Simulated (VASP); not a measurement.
GeSb3Te, 5 atoms in the cell. The structure is tetragonal, space group P4mm (No. 99). The conventional cell has a = 4.297 Å, b = 4.297 Å, c = 8.006 Å, α = 90.00°, β = 90.00°, γ = 90.00°. Within 3.9 Å of Ge (site symmetry 4mm) lie 5 Sb at 2.96 to 2.97 Å and 4 Te at 3.70 Å. Within 3.9 Å of Sb (site symmetry 4mm) lie 1 Ge at 2.96 Å and 4 Te at 3.16 Å and 4 Sb at 3.69 Å. Sb (site symmetry 2mm) has 2 Ge at 2.97 Å and 6 Sb at 3.04 to 3.69 Å within 3.9 Å. Within 4.2 Å of Te (site symmetry 4mm) lie 4 Sb at 3.16 Å and 4 Ge at 3.70 Å. 

| Quantity | Value |
| --- | --- |
| Program | VASP 6.6.1 |
| Task | single point |
| Functional | PBE |
| Potentials or basis | VASP PAW PBE potentials, release 64 (Ge_d, Sb, Te) |
| Cutoff | 520 eV |
| k mesh | 4 × 4 × 4 |
| Occupations | gaussian, width 0.1 eV |
| Spin | no spin polarisation |
| Dipole correction | no |
| Further INCAR settings | ALGO = Normal; EDIFF = 1e-06; NBANDS = 26 |

Potentials or basis: VASP PAW PBE potentials, release 64 (Ge_d, Sb, Te).

Run with:

```sh
$ cat potpaw_PBE.64/Ge_d/POTCAR potpaw_PBE.64/Sb/POTCAR potpaw_PBE.64/Te/POTCAR > POTCAR
$ mpirun -np 1 vasp_std > vasp.out
```

Hardware: 1 thread of Intel(R) Xeon(R) Platinum 8559C (Emerald Rapids), with other jobs on the host.

**Question.** Estimate the wall time of this run.

**Answer.** It took 24 s on 1 thread of Intel(R) Xeon(R) Platinum 8559C (Emerald Rapids) (shared host), peak memory 0.27 GiB. Counts: scf iterations 12, k points 18.
